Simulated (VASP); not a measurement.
# Sn (Fd-3m) in VASP: settings compared

Sn is run at these levels: PBE, revPBE, LDA; tasks: elastic constants, single point.

Everything below comes from runs of VASP 6.6.1. Logs are shortened: lines on timing, memory, paths and dates and some standing lists are left out, and cuts for length are marked.

## (1) The cell of the first run

It takes space group Fd-3m (No. 227, cubic). Conventional cell: a = 6.467 Å, b = 6.467 Å, c = 6.467 Å, α = 90.00°, β = 90.00°, γ = 90.00°. Within 3.7 Å of Sn (site symmetry -43m) lie 4 Sn at 2.80 Å.

This isn't the form of Sn at room conditions, which is tetragonal (white tin).

## (2) Elastic constants, PBE

INCAR reads:

```
ALGO = Fast
EDIFF = 1E-8
ENCUT = 600
GGA = PE
IBRION = 6
ISIF = 3
ISMEAR = -1
LASPH = T
LCHARG = F
LREAL = F
LWAVE = F
NELM = 60
NFREE = 2
NSW = 1
POTIM = 0.015
PREC = Accurate
SIGMA = 0.05
```

KPOINTS reads:

```
k-points
0
Gamma
  5 5 5
```

POSCAR reads:

```
Sn
1.0
    0.0000000000      3.2333428000      3.2333428000
    3.2333428000      0.0000000000      3.2333428000
    3.2333428000      3.2333428000      0.0000000000
Sn
2
Direct
    0.7500000000      0.7500000000      0.7500000000
    0.5000000000      0.5000000000      0.5000000000
```

Potentials or basis: VASP PAW PBE potentials, release 64 (Sn_d).

On the command line:

```sh
> cat potpaw_PBE.64/Sn_d/POTCAR > POTCAR
> mpirun -np 1 vasp_std > vasp.out
```

OUTCAR:

```text
EDIFF = 1E-8
   ENCUT = 600
   GGA = PE
   IBRION = 6
   ISIF = 3
   ISMEAR = -1
   LASPH = T
   LREAL = F
   NELM = 60
   NFREE = 2
   NSW = 1
   POTIM = 0.015
   PREC = Accurate

 ion  position               nearest neighbor table
   1  0.750  0.750  0.750-   2 2.80   2 2.80   2 2.80   2 2.80
   2  0.500  0.500  0.500-   1 2.80   1 2.80   1 2.80   1 2.80

  LATTYP: Found a face centered cubic cell.
 ALAT       =     6.4666856000

  Lattice vectors:

 A1 = (   0.0000000000,   3.2333428000,   3.2333428000)
 A2 = (   3.2333428000,   0.0000000000,   3.2333428000)
 A3 = (   3.2333428000,   3.2333428000,   0.0000000000)

Analysis of symmetry for initial positions (statically):
=====================================================================
 Subroutine PRICEL returns:
 Original cell was already a primitive cell.

 Routine SETGRP: Setting up the symmetry group for a
 face centered cubic supercell.

 Subroutine GETGRP returns: Found 48 space group operations
 (whereof 24 operations were pure point group operations)
 out of a pool of 48 trial point group operations.

The static configuration has the point symmetry T_d .
 The point group associated with its full space group is O_h .

Analysis of symmetry for dynamics (positions and initial velocities):
=====================================================================
 Subroutine PRICEL returns:
 Original cell was already a primitive cell.

 Routine SETGRP: Setting up the symmetry group for a
 face centered cubic supercell.

 Subroutine GETGRP returns: Found 48 space group operations
 (whereof 24 operations were pure point group operations)
 out of a pool of 48 trial point group operations.

The dynamic configuration has the point symmetry T_d .
 The point group associated with its full space group is O_h .

 Subroutine INISYM returns: Found 48 space group operations
 (whereof 24 operations are pure point group operations),
 and found     1 'primitive' translations

----------------------------------------------------------------------------------------

                                     Primitive cell

  volume of cell :      67.6060

  direct lattice vectors                    reciprocal lattice vectors
     0.000000000  3.233342800  3.233342800    -0.154638723  0.154638723  0.154638723
     3.233342800  0.000000000  3.233342800     0.154638723 -0.154638723  0.154638723
     3.233342800  3.233342800  0.000000000     0.154638723  0.154638723 -0.154638723

  length of vectors
     4.572637240  4.572637240  4.572637240     0.267842124  0.267842124  0.267842124

  position of ions in fractional coordinates (direct lattice)
     0.750000000  0.750000000  0.750000000
     0.500000000  0.500000000  0.500000000

  ion indices of the primitive-cell ions
   primitive index   ion index
                 1           1
                 2           2

----------------------------------------------------------------------------------------

 KPOINTS: k-points

Automatic generation of k-mesh.
 Grid dimensions read from file:
 generate k-points for:    5    5    5

 Generating k-lattice:

[... 89 lines left out ...]

 Free energy of the ion-electron system (eV)
  ---------------------------------------------------
  ext. energy  EPLUGINS =         0.00000000
  ---------------------------------------------------
  free energy    TOTEN  =        -7.54947517 eV

  energy without entropy =       -7.54529701  energy(sigma->0) =       -7.54738609

------------------------ aborting loop because EDIFF is reached ----------------------------------------

  FORCE on cell =-STRESS in cart. coord.  units (eV):
  Direction    XX          YY          ZZ          XY          YZ          ZX
  --------------------------------------------------------------------------------------
  -------------------------------------------------------------------------------------
  Total        1.6905389      1.6905389      1.6905389     -0.0000000      0.0000000     -0.0000000
  in kB       40.0636482     40.0636482     40.0636482     -0.0000000      0.0000000     -0.0000000
  external PRESSURE =      40.0636482 kB  Pullay stress =       0.0000000 kB
[... 89 lines left out ...]
  FREE ENERGIE OF THE ION-ELECTRON SYSTEM (eV)
  ---------------------------------------------------
  free  energy   TOTEN  =        -7.5206978302 eV

  energy  without entropy=       -7.5166965335  energy(sigma->0) =       -7.51869718

[... ionic steps 4 to 12 ...]

--------------------------------------- Ionic step       13  -------------------------------------------

 number of electron      28.0000004 magnetization

------------------------ aborting loop because EDIFF is reached ----------------------------------------
[... 67 lines left out ...]
--------------------------------------- Ionic step       15  -------------------------------------------

 number of electron      28.0000004 magnetization

 Free energy of the ion-electron system (eV)
  ---------------------------------------------------
  ext. energy  EPLUGINS =         0.00000000
  ---------------------------------------------------
  free energy    TOTEN  =        -7.54863540 eV

  energy without entropy =       -7.54460257  energy(sigma->0) =       -7.54661898

 E-fermi :   5.7684     XC(G=0):  -8.9101

 val. band max:        5.3067695598   @ k =   0.2000   0.0000   0.0000
 cond. band min:       5.8066793092   @ k =   0.0000   0.0000   0.0000
 fundamental gap:      0.4999097494
 Fermi energy:         5.7683848960

 k-point     1 :       0.0000    0.0000    0.0000
  band No.  band energies     occupation
      1     -15.9350      2.00000
      2     -15.9302      2.00000
      3     -15.9252      2.00000
      4     -15.8695      2.00000
      5     -15.8694      2.00000
      6     -15.5538      2.00000
[... 481 lines left out ...]
      5     -15.7089      2.00000
      6     -15.7014      2.00000
[... 10 lines left out ...]
     17      12.0320      0.00000
     18      12.2474      0.00000

 [... further k-points ...]

------------------------ aborting loop because EDIFF is reached ----------------------------------------

  FORCE on cell =-STRESS in cart. coord.  units (eV):
  Direction    XX          YY          ZZ          XY          YZ          ZX
  --------------------------------------------------------------------------------------
  -------------------------------------------------------------------------------------
  Total        1.6847696      1.6913993      1.6913993      0.0000000      0.1684199      0.0000000
  in kB       39.9269247     40.0840392     40.0840392      0.0000000      3.9913406      0.0000000
  external PRESSURE =      40.0316677 kB  Pullay stress =       0.0000000 kB
[... 17 lines left out ...]
  FREE ENERGIE OF THE ION-ELECTRON SYSTEM (eV)
  ---------------------------------------------------
  free  energy   TOTEN  =        -7.5486354028 eV

  energy  without entropy=       -7.5446025657  energy(sigma->0) =       -7.54661898

 INTERNAL STRAIN TENSORS FROM STRAINED CELLS
 ============================================

 INTERNAL STRAIN TENSOR FOR ION    1 for displacements in x,y,z  (eV/Angst):
          X           Y           Z          XY          YZ          ZX
  --------------------------------------------------------------------------------
  x     0.00000     0.00000    -0.00000    -0.00000   -11.16020     0.00000
  y    -0.00000     0.00000    -0.00000    -0.00000    -0.00000   -11.16099
  z    -0.00000     0.00000    -0.00000   -11.16051     0.00000     0.00000

 INTERNAL STRAIN TENSORS FROM DISPLACED ATOMS
 ============================================

 INTERNAL STRAIN TENSOR FOR ION    1 for displacements in x,y,z  (eV/Angst):
          X           Y           Z          XY          YZ          ZX
  --------------------------------------------------------------------------------
  x     0.00000     0.00000     0.00000    -0.00000   -11.23411     0.00000
  y     0.00000    -0.00000     0.00000     0.00000    -0.00000   -11.23411
  z     0.00000     0.00000     0.00000   -11.23411     0.00000    -0.00000

 INTERNAL STRAIN TENSOR FOR ION    2 for displacements in x,y,z  (eV/Angst):
          X           Y           Z          XY          YZ          ZX
  --------------------------------------------------------------------------------
  x    -0.00000     0.00000     0.00000     0.00000    11.23411     0.00000
  y     0.00000     0.00000     0.00000     0.00000     0.00000    11.23411
  z     0.00000     0.00000     0.00000    11.23411     0.00000     0.00000

 Eigenvectors and eigenvalues of the dynamical matrix
 ----------------------------------------------------

   1 f  =    5.552828 THz    34.889448 2PiTHz  185.222408 cm-1    22.964641 meV
             X         Y         Z           dx          dy          dz
      4.850014  4.850014  4.850014     0.000000   -0.707107    0.000000
      3.233343  3.233343  3.233343     0.000000    0.707107    0.000000
[... 21 lines left out ...]
   6 f  =    0.000000 THz     0.000000 2PiTHz    0.000000 cm-1     0.000000 meV
             X         Y         Z           dx          dy          dz
      4.850014  4.850014  4.850014     0.000000    0.000000    0.707107
      3.233343  3.233343  3.233343     0.000000    0.000000    0.707107

--------------------------------------------------------------------------------------------------------

 ELASTIC MODULI CONTR FROM IONIC RELAXATION (kBar)
 Direction    XX          YY          ZZ          XY          YZ          ZX
 --------------------------------------------------------------------------------
 XX          -0.0000      0.0000      0.0000      0.0000      0.0000      0.0000
 YY           0.0000     -0.0000      0.0000      0.0000     -0.0000     -0.0000
 ZZ           0.0000      0.0000      0.0000      0.0000      0.0000      0.0000
 XY           0.0000      0.0000      0.0000   -399.4092     -0.0000      0.0000
 YZ           0.0000     -0.0000      0.0000     -0.0000   -399.4092     -0.0000
 ZX           0.0000     -0.0000      0.0000      0.0000     -0.0000   -399.4092
 --------------------------------------------------------------------------------

 TOTAL ELASTIC MODULI (kBar)
 Direction    XX          YY          ZZ          XY          YZ          ZX
 --------------------------------------------------------------------------------
 XX         681.3336    408.8421    408.8421      0.0000      0.0000     -0.0000
 YY         408.8421    681.3336    408.8421     -0.0000     -0.0000     -0.0000
 ZZ         408.8421    408.8421    681.3336      0.0000      0.0000      0.0000
 XY           0.0000     -0.0000      0.0000     72.8596     -0.0000      0.0000
 YZ           0.0000     -0.0000      0.0000     -0.0000     72.8596     -0.0000
 ZX          -0.0000     -0.0000      0.0000      0.0000     -0.0000     72.8596
 --------------------------------------------------------------------------------
```

It took 21 min on 1 thread of Intel Xeon 8259CL, shared host; peak memory 0.29 GiB.

Results:

| Quantity | Value |
| --- | --- |
| Elastic constants C11, C12, C44 | 68, 41, 7 GPa |
| Voigt bulk modulus | 50 GPa |
| Highest phonon frequency at Γ | 185 cm⁻¹ |

Phonon frequencies in cm⁻¹ (negative: imaginary):
```csv
q point,frequencies
"(0.000, 0.000, 0.000)",0 0 0 185 185 185
```

Elastic tensor in Voigt notation (GPa, in the Cartesian axes of the cell as first typed):
```
68 41 41  0  0  0
41 68 41  0  0  0
41 41 68  0  0  0
 0  0  0  7  0  0
 0  0  0  0  7  0
 0  0  0  0  0  7
```

Clamped-ion elastic tensor (GPa):
```
68 41 41  0  0  0
41 68 41  0  0  0
41 41 68  0  0  0
 0  0  0 47  0  0
 0  0  0  0 47  0
 0  0  0  0  0 47
```

Caveat: the cell is under stress, which shifts elastic constants; spin-orbit coupling is left out, which moves the levels of the heavy elements.

## (3) Single point, revPBE

POSCAR reads:

```
Sn
1.0
    0.0000000000      3.2333428000      3.2333428000
    3.2333428000      0.0000000000      3.2333428000
    3.2333428000      3.2333428000      0.0000000000
Sn
2
Direct
    0.2500000000      0.2500000000      0.2500000000
    1.0000000000      1.0000000000      1.0000000000
```

INCAR.step1 reads:

```
ALGO = Normal
EDIFF = 1E-6
ENCUT = 400
GGA = RE
GGA_COMPAT = F
ISIF = 2
ISMEAR = 1
LASPH = T
LCHARG = T
LORBIT = 11
LREAL = F
LWAVE = F
NBANDS = 21
NEDOS = 2001
NELM = 120
PREC = Accurate
SIGMA = 0.05
```

KPOINTS.step1 reads:

```
k-points
0
Gamma
  7 7 7
```

INCAR.step2 reads:

```
ALGO = Normal
EDIFF = 1E-6
ENCUT = 400
GGA = RE
GGA_COMPAT = F
ICHARG = 11
ISIF = 2
ISMEAR = -5
LASPH = T
LCHARG = F
LORBIT = 10
LREAL = F
LWAVE = F
NEDOS = 1001
NELM = 120
PREC = Accurate
SIGMA = 0.05
```

KPOINTS.step2 reads:

```
k-points
0
Gamma
  11 11 11
```

Potentials or basis: VASP PAW PBE potentials, release 64 (Sn_d).

On the command line:

```sh
> cat potpaw_PBE.64/Sn_d/POTCAR > POTCAR
> cp INCAR.step1 INCAR
> cp KPOINTS.step1 KPOINTS
> mpirun -np 1 vasp_std > vasp.out
> cp INCAR.step2 INCAR
> cp KPOINTS.step2 KPOINTS
> mpirun -np 1 vasp_std > vasp.out
```

It took 33 s on 1 thread of Intel Xeon 6975P-C (Granite Rapids), shared host; peak memory 0.17 GiB.

Results (log left out):

* Valence electrons inside the program's atomic spheres: Sn 12.37

Levels at points of the mesh, in eV from the Fermi level:
```
           k point  band 11  band 12  band 13  band 14  band 15  band 16  band 17  band 18
(0.00, 0.00, 0.00)   -10.74    -0.58     0.00     0.00     0.00     2.09     2.09     2.09
```

Caveat: the PAW data sets were made with another functional, which shifts forces and pressure a little; spin-orbit coupling is left out, which moves the levels of the heavy elements.

(Part 1 of 2 ends here.)
